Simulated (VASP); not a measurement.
# Al16SbN15 (a cell with a defect) in VASP: electric field gradients with PBE

Aim: the electric field gradients of Al16SbN15 (a cell with a defect) with PBE.

Program: VASP 6.6.1. These are calculated values, not measurements. Logs are shortened: lines on timing, memory, paths and dates and some standing lists are left out, and cuts for length are marked.

**1. The cell of the first run**

The cell holds a defect, 32 atoms: a = 6.226 Å, b = 6.226 Å, c = 9.962 Å, α = 90.00°, β = 90.00°, γ = 120.00°.

**2. Electric field gradients, PBE**

INCAR

```
PREC     = Accurate       # precision mode
ENCUT    = 520            # plane-wave cutoff, eV
EDIFF    = 1E-8           # SCF threshold, eV
ISMEAR   = -1             # smearing method
SIGMA    = 0.01           # smearing width, eV
LREAL    = Auto         
LASPH    = True           # aspherical terms in the spheres
NELM     = 80             # most SCF steps
ALGO     = Normal         # electronic algorithm
ISIF     = 2              # what is computed and relaxed
LWAVE    = False          # write WAVECAR
LCHARG   = False          # write CHGCAR
GGA      = PE             # functional
LEFG     = True         
NBANDS   = 86             # bands
```

KPOINTS

```
Automatic mesh
0
Gamma
  4 4 2
```

POSCAR

```
Al16SbN15
1.0
    6.2260000000      0.0000000000      0.0000000000
   -3.1130000000      5.3918741640      0.0000000000
    0.0000000000      0.0000000000      9.9620000000
Al Sb N
16 1 15
Direct
    0.1666666666      0.3333333334      0.0000000000
    0.1666666666      0.3333333334      0.5000000000
    0.1666666666      0.8333333334      0.0000000000
    0.1666666666      0.8333333334      0.5000000000
    0.6666666666      0.3333333334      0.0000000000
    0.6666666666      0.3333333334      0.5000000000
    0.6666666666      0.8333333334      0.0000000000
    0.6666666666      0.8333333334      0.5000000000
    0.3333333334      0.1666666666      0.2500000000
    0.3333333334      0.1666666666      0.7500000000
    0.3333333334      0.6666666666      0.2500000000
    0.3333333334      0.6666666666      0.7500000000
    0.8333333334      0.1666666666      0.2500000000
    0.8333333334      0.1666666666      0.7500000000
    0.8333333334      0.6666666666      0.2500000000
    0.8333333334      0.6666666666      0.7500000000
    0.1666666666      0.3333333334      0.1900000000
    0.1666666666      0.3333333334      0.6900000000
    0.1666666666      0.8333333334      0.1900000000
    0.1666666666      0.8333333334      0.6900000000
    0.6666666666      0.3333333334      0.1900000000
    0.6666666666      0.3333333334      0.6900000000
    0.6666666666      0.8333333334      0.1900000000
    0.6666666666      0.8333333334      0.6900000000
    0.3333333334      0.1666666666      0.4400000000
    0.3333333334      0.1666666666      0.9400000000
    0.3333333334      0.6666666666      0.4400000000
    0.3333333334      0.6666666666      0.9400000000
    0.8333333334      0.1666666666      0.4400000000
    0.8333333334      0.1666666666      0.9400000000
    0.8333333334      0.6666666666      0.4400000000
    0.8333333334      0.6666666666      0.9400000000
```

Potentials or basis: VASP PAW PBE potentials, release 64 (Al, Sb, N).

Started as:

```
> cat potpaw_PBE.64/Al/POTCAR potpaw_PBE.64/Sb/POTCAR potpaw_PBE.64/N/POTCAR > POTCAR
> mpirun -np 1 vasp_std > vasp.out
```

OUTCAR:

```text
PREC = Accurate
   ENCUT = 520
   EDIFF = 1E-8
   ISMEAR = -1
   LREAL = Auto
   LASPH = True
   NELM = 80
   ISIF = 2
   GGA = PE

 ion  position               nearest neighbor table
   1  0.167  0.333  0.000-  17 1.89  30 1.89  28 1.89  26 1.89  13 3.07  14 3.07  11 3.07  12 3.07
                             9 3.07  10 3.07   5 3.11   5 3.11   7 3.11   3 3.11   3 3.11   7 3.11
   2  0.167  0.333  0.500-  18 1.89  29 1.89  27 1.89  25 1.89  13 3.07  14 3.07  11 3.07  12 3.07
                             9 3.07  10 3.07  17 3.09   6 3.11   6 3.11   4 3.11   4 3.11   8 3.11
   3  0.167  0.833  0.000-  19 1.89  32 1.89  26 1.89  28 1.89  15 3.07  16 3.07   9 3.07  10 3.07
                            11 3.07  12 3.07   7 3.11   7 3.11   1 3.11   1 3.11   5 3.11   5 3.11
   4  0.167  0.833  0.500-  20 1.89  31 1.89  25 1.89  27 1.89  15 3.07  16 3.07   9 3.07  10 3.07
                            11 3.07  12 3.07   8 3.11   8 3.11   2 3.11   2 3.11   6 3.11   6 3.11
   5  0.667  0.333  0.000-  21 1.89  26 1.89  32 1.89  30 1.89   9 3.07  10 3.07  15 3.07  16 3.07
                            13 3.07  14 3.07   1 3.11   1 3.11   7 3.11   7 3.11   3 3.11   3 3.11
   6  0.667  0.333  0.500-  22 1.89  25 1.89  31 1.89  29 1.89   9 3.07  10 3.07  15 3.07  16 3.07
                            13 3.07  14 3.07   2 3.11   2 3.11   8 3.11   8 3.11   4 3.11   4 3.11
   7  0.667  0.833  0.000-  23 1.89  28 1.89  30 1.89  32 1.89  11 3.07  12 3.07  13 3.07  14 3.07
                            15 3.07  16 3.07   3 3.11   3 3.11   5 3.11   5 3.11   1 3.11   1 3.11
   8  0.667  0.833  0.500-  24 1.89  27 1.89  29 1.89  31 1.89  11 3.07  12 3.07  13 3.07  14 3.07
                            15 3.07  16 3.07   4 3.11   4 3.11   6 3.11   6 3.11   2 3.11   2 3.11
   9  0.333  0.167  0.250-  25 1.89  21 1.89  19 1.89  17 1.89   5 3.07   6 3.07   3 3.07   4 3.07
                             1 3.07   2 3.07  13 3.11  13 3.11  15 3.11  11 3.11  11 3.11  15 3.11
  10  0.333  0.167  0.750-  26 1.89  22 1.89  20 1.89  18 1.89   5 3.07   6 3.07   3 3.07   4 3.07
                             1 3.07   2 3.07  14 3.11  14 3.11  16 3.11  12 3.11  12 3.11  16 3.11
  11  0.333  0.667  0.250-  27 1.89  23 1.89  17 1.89  19 1.89   7 3.07   8 3.07   1 3.07   2 3.07
                             3 3.07   4 3.07  15 3.11  15 3.11   9 3.11   9 3.11  13 3.11  13 3.11
  12  0.333  0.667  0.750-  28 1.89  24 1.89  18 1.89  20 1.89   7 3.07   8 3.07   1 3.07   2 3.07
                             3 3.07   4 3.07  16 3.11  16 3.11  10 3.11  10 3.11  14 3.11  14 3.11
  13  0.833  0.167  0.250-  29 1.89  17 1.89  23 1.89  21 1.89   1 3.07   2 3.07   7 3.07   8 3.07
                             5 3.07   6 3.07   9 3.11   9 3.11  15 3.11  15 3.11  11 3.11  11 3.11
  14  0.833  0.167  0.750-  30 1.89  18 1.89  24 1.89  22 1.89   1 3.07   2 3.07   7 3.07   8 3.07
                             5 3.07   6 3.07  10 3.11  10 3.11  16 3.11  16 3.11  12 3.11  12 3.11
  15  0.833  0.667  0.250-  31 1.89  19 1.89  21 1.89  23 1.89   3 3.07   4 3.07   5 3.07   6 3.07
                             7 3.07   8 3.07  11 3.11  11 3.11  13 3.11  13 3.11   9 3.11   9 3.11
  16  0.833  0.667  0.750-  32 1.89  20 1.89  22 1.89  24 1.89   3 3.07   4 3.07   5 3.07   6 3.07
                             7 3.07   8 3.07  12 3.11  12 3.11  14 3.11  14 3.11  10 3.11  10 3.11
  17  0.167  0.333  0.190-   1 1.89  13 1.89  11 1.89   9 1.89   2 3.09
  18  0.167  0.333  0.690-   2 1.89  14 1.89  12 1.89  10 1.89
  19  0.167  0.833  0.190-   3 1.89  15 1.89   9 1.89  11 1.89
  20  0.167  0.833  0.690-   4 1.89  16 1.89  10 1.89  12 1.89
  21  0.667  0.333  0.190-   5 1.89   9 1.89  15 1.89  13 1.89
  22  0.667  0.333  0.690-   6 1.89  10 1.89  16 1.89  14 1.89
  23  0.667  0.833  0.190-   7 1.89  11 1.89  13 1.89  15 1.89
  24  0.667  0.833  0.690-   8 1.89  12 1.89  14 1.89  16 1.89
  25  0.333  0.167  0.440-   9 1.89   6 1.89   4 1.89   2 1.89
  26  0.333  0.167  0.940-  10 1.89   5 1.89   3 1.89   1 1.89
  27  0.333  0.667  0.440-  11 1.89   8 1.89   2 1.89   4 1.89
  28  0.333  0.667  0.940-  12 1.89   7 1.89   1 1.89   3 1.89
  29  0.833  0.167  0.440-  13 1.89   2 1.89   8 1.89   6 1.89
  30  0.833  0.167  0.940-  14 1.89   1 1.89   7 1.89   5 1.89
  31  0.833  0.667  0.440-  15 1.89   4 1.89   6 1.89   8 1.89
  32  0.833  0.667  0.940-  16 1.89   3 1.89   5 1.89   7 1.89

  LATTYP: Found a hexagonal cell.
 ALAT       =     6.2260000000
 C/A-ratio  =     1.6000642467

  Lattice vectors:

 A1 = (   6.2260000000,   0.0000000000,   0.0000000000)
 A2 = (  -3.1130000000,   5.3918741640,   0.0000000000)
 A3 = (   0.0000000000,   0.0000000000,   9.9620000000)

Analysis of symmetry for initial positions (statically):
=====================================================================
 Subroutine PRICEL returns:
 Original cell was already a primitive cell.

 Routine SETGRP: Setting up the symmetry group for a
 hexagonal supercell.

 Subroutine GETGRP returns: Found  6 space group operations
 (whereof  2 operations were pure point group operations)
 out of a pool of 24 trial point group operations.

The static configuration has the point symmetry C_1h.
 The point group associated with its full space group is C_3v.

Analysis of symmetry for dynamics (positions and initial velocities):
[... 183 lines left out ...]
   IVDW    =     0    specifies the selected vdW correction
   LEPSILON=     F    determine dielectric tensor
   LRPA    =     F    only Hartree local field effects (RPA)
 non-spin polarized calculation
  energy-cutoff  :      520.00
  volume of cell :      334.42
 maximum number of plane-waves:      9043
 NGX is ok and might be reduce to    48
   NGX = 23   NGY = 23   NGZ = 37

 number of electron     127.9999976 magnetization

 Free energy of the ion-electron system (eV)
  ---------------------------------------------------
  ext. energy  EPLUGINS =         0.00000000
  ---------------------------------------------------
  free energy    TOTEN  =      -209.80832472 eV

  energy without entropy =     -209.80832472  energy(sigma->0) =     -209.80832472

 E-fermi :   7.7185     XC(G=0): -11.0707

 val. band max:        7.4440137660   @ k =   0.0000   0.0000   0.0000
 cond. band min:      11.1964066479   @ k =   0.0000   0.0000   0.5000
 fundamental gap:      3.7523928819
 Fermi energy:         7.7184592270

 k-point     1 :       0.0000    0.0000    0.0000
  band No.  band energies     occupation
      1      -8.3911      2.00000
      2      -7.4729      2.00000
      3      -7.4402      2.00000
      4      -6.3754      2.00000
      5      -6.3754      2.00000
      6      -6.2995      2.00000
[... 621 lines left out ...]
     75      13.8316      0.00000
     76      13.9281      0.00000
 [bands above 76 left out]

------------------------ aborting loop because EDIFF is reached ----------------------------------------

  FORCE on cell =-STRESS in cart. coord.  units (eV):
  Direction    XX          YY          ZZ          XY          YZ          ZX
  --------------------------------------------------------------------------------------
  -------------------------------------------------------------------------------------
  Total       60.2376821     60.2376821     64.0950589     -0.0000000      0.0000000      0.0000000
  in kB      288.5914316    288.5914316    307.0716563     -0.0000000      0.0000000      0.0000000
  external PRESSURE =     294.7515065 kB  Pullay stress =       0.0000000 kB

 VOLUME and BASIS-vectors are now :
 -----------------------------------------------------------------------------
  energy-cutoff  :      520.00
  volume of cell :      334.42
      direct lattice vectors                 reciprocal lattice vectors
     6.226000000  0.000000000  0.000000000     0.160616768  0.092732134  0.000000000
    -3.113000000  5.391874164  0.000000000     0.000000000  0.185464269  0.000000000
     0.000000000  0.000000000  9.962000000     0.000000000  0.000000000  0.100381450

 POSITION                                       TOTAL-FORCE (eV/Angst)
 -----------------------------------------------------------------------------------
     -0.00000      1.79729      0.00000        -0.000000     -0.000000    -18.889373
     -0.00000      1.79729      4.98100        -0.000000     -0.000000      0.200542
     -1.55650      4.49323      0.00000         0.025927      0.014969     -0.218007
     -1.55650      4.49323      4.98100         0.065308      0.037706     -0.068924
      3.11300      1.79729      0.00000        -0.000000     -0.029938     -0.218007
      3.11300      1.79729      4.98100        -0.000000     -0.075412     -0.068924
[... 24 lines left out ...]
      3.11300      3.59458      4.38328        -0.000000     -0.000000      0.077356
      3.11300      3.59458      9.36428        -0.000000     -0.000000      0.177493
 -----------------------------------------------------------------------------------
    total drift:                               -0.000002     -0.000000      0.033342

  FREE ENERGIE OF THE ION-ELECTRON SYSTEM (eV)
  ---------------------------------------------------
  free  energy   TOTEN  =      -209.8083247213 eV

  energy  without entropy=     -209.8083247213  energy(sigma->0) =     -209.80832472

 Electric field gradients (V/A^2)
---------------------------------------------------------------------
 ion       V_xx      V_yy      V_zz      V_xy      V_xz      V_yz
---------------------------------------------------------------------
   1      23.953    23.953   -47.906    -0.000     0.000    -0.000
   2      -1.259    -1.259     2.517    -0.000     0.000    -0.000
   3      -1.246    -1.392     2.639     0.126     0.014     0.008
   4      -1.511    -1.217     2.728    -0.254    -0.182    -0.105
   5      -1.465    -1.174     2.639    -0.000     0.000    -0.016
   6      -1.070    -1.657     2.728    -0.000     0.000     0.211
[... 24 lines left out ...]
  31       0.295     0.295    -0.590    -0.000     0.000    -0.000
  32       0.381     0.381    -0.763    -0.000     0.000    -0.000
---------------------------------------------------------------------

 Electric field gradients after diagonalization (V/A^2)
 (convention: |V_zz| > |V_xx| > |V_yy|)
----------------------------------------------------------------------
 ion       V_xx      V_yy      V_zz     asymmetry (V_yy - V_xx)/ V_zz
----------------------------------------------------------------------
   1      23.953    23.953   -47.906       0.000
   2      -1.259    -1.259     2.517       0.000
   3      -1.465    -1.174     2.639       0.110
   4      -1.668    -1.070     2.738       0.218
   5      -1.465    -1.174     2.639       0.110
   6      -1.668    -1.070     2.738       0.218
[... 24 lines left out ...]
  31       0.295     0.295    -0.590       0.001
  32       0.381     0.381    -0.763       0.001
----------------------------------------------------------------------

           NMR quadrupolar parameters

 Cq : quadrupolar parameter    Cq=e*Q*V_zz/h
 eta: asymmetry parameters     (V_yy - V_xx)/ V_zz
 Q  : nuclear electric quadrupole moment in mb (millibarn)
----------------------------------------------------------------------
 ion       Cq(MHz)       eta       Q (mb)
----------------------------------------------------------------------
   1      -0.116       0.000       1.000
   2       0.006       0.000       1.000
   3       0.006       0.110       1.000
   4       0.007       0.218       1.000
   5       0.006       0.110       1.000
   6       0.007       0.218       1.000
[... 24 lines left out ...]
  31      -0.001       0.001       1.000
  32      -0.002       0.001       1.000
----------------------------------------------------------------------
```

Run time: 6.1 min. Hardware: 1 thread of Intel Xeon 6975P-C (Granite Rapids), shared host; peak memory 0.5 GiB.

What came out:

```yaml
Free_energy: -209.8083 eV
Pressure: 29.5 GPa
Largest_force: 18.889 eV/Å
Band_gap_on_the_k_mesh: 3.75 eV
Largest_electric_field_gradient_by_atom: Al -47.9, +2.5, +2.6, +2.7, -50.0, +2.3, +3.0 (each value once); Sb +20.4; N -0.1, -7.2, +0.3, -4.3, -4.6, -0.6, -0.8 (each value once) V/Å²
```

Forces on the atoms (eV/Å):
```
Al    0.000   0.000 -18.889
Al    0.000   0.000   0.201
Al    0.026   0.015  -0.218
Al    0.065   0.038  -0.069
Al    0.000  -0.030  -0.218
Al    0.000  -0.075  -0.069
Al   -0.026   0.015  -0.218
Al   -0.065   0.038  -0.069
Al   15.301  -8.834   5.837
Al    0.048  -0.028  -0.169
Al    0.000  17.668   5.837
Al    0.000   0.055  -0.169
Al  -15.301  -8.834   5.837
Al   -0.048  -0.028  -0.169
Al    0.000   0.000  -0.051
Al    0.000   0.000  -0.177
Sb    0.000   0.000   1.012
N     0.000   0.000   0.139
N     0.113   0.065   0.142
N    -0.045  -0.026   0.143
N     0.000  -0.130   0.142
N     0.000   0.052   0.143
N    -0.113   0.065   0.142
N     0.045  -0.026   0.143
N     0.272  -0.157   0.474
N     0.182  -0.105  -0.303
N     0.000   0.314   0.474
N     0.000   0.211  -0.303
N    -0.272  -0.157   0.474
N    -0.182  -0.105  -0.303
N     0.000   0.000   0.077
N     0.000   0.000   0.177
```

Levels at points of the mesh, in eV from the valence-band top:
```
           k point  band 61  band 62  band 63  band 64  band 65  band 66  band 67  band 68
(0.00, 0.00, 0.00)    -0.88    -0.30     0.00     0.00     3.85     3.97     3.97     4.41
(0.50, 0.00, 0.00)    -1.06    -0.98    -0.44    -0.30     4.52     4.78     5.38     5.68
(0.00, 0.00, 0.50)    -0.87    -0.87     0.00     0.00     3.75     3.75     4.22     4.22
(0.50, 0.00, 0.50)    -1.16    -1.08    -0.45    -0.36     4.76     4.90     5.29     5.45
```

Electric field gradients, principal values (V/Å²):
| atom | least | middle | greatest (by size) |
| --- | --- | --- | --- |
| 1 Al | 23.953 | 23.953 | -47.906 |
| 2 Al | -1.259 | -1.259 | 2.517 |
| 3 Al | -1.174 | -1.465 | 2.639 |
| 4 Al | -1.070 | -1.668 | 2.738 |
| 5 Al | -1.174 | -1.465 | 2.639 |
| 6 Al | -1.070 | -1.668 | 2.738 |
| 7 Al | -1.174 | -1.465 | 2.639 |
| 8 Al | -1.070 | -1.668 | 2.738 |
| 9 Al | 22.633 | 27.396 | -50.029 |
| 10 Al | -1.150 | -1.171 | 2.321 |
| 11 Al | 22.633 | 27.396 | -50.029 |
| 12 Al | -1.150 | -1.171 | 2.321 |
| 13 Al | 22.633 | 27.396 | -50.029 |
| 14 Al | -1.150 | -1.171 | 2.321 |
| 15 Al | -1.142 | -1.142 | 2.283 |
| 16 Al | -1.499 | -1.499 | 2.998 |
| 17 Sb | -10.201 | -10.202 | 20.404 |
| 18 N | 0.056 | 0.056 | -0.112 |
| 19 N | 3.169 | 4.076 | -7.245 |
| 20 N | -0.001 | -0.345 | 0.346 |
| 21 N | 3.169 | 4.076 | -7.245 |
| 22 N | -0.001 | -0.345 | 0.346 |
| 23 N | 3.169 | 4.077 | -7.245 |
| 24 N | 0.000 | -0.345 | 0.346 |
| 25 N | 2.017 | 2.301 | -4.317 |
| 26 N | 1.665 | 2.918 | -4.583 |
| 27 N | 2.016 | 2.301 | -4.318 |
| 28 N | 1.665 | 2.918 | -4.583 |
| 29 N | 2.016 | 2.301 | -4.318 |
| 30 N | 1.665 | 2.918 | -4.583 |
| 31 N | 0.295 | 0.295 | -0.590 |
| 32 N | 0.381 | 0.381 | -0.763 |

Caveat: without QUAD_EFG the Cq values of the log hold for a quadrupole moment of 1 mb, not for the nuclei; spin-orbit coupling is left out, which moves the levels of the heavy elements.
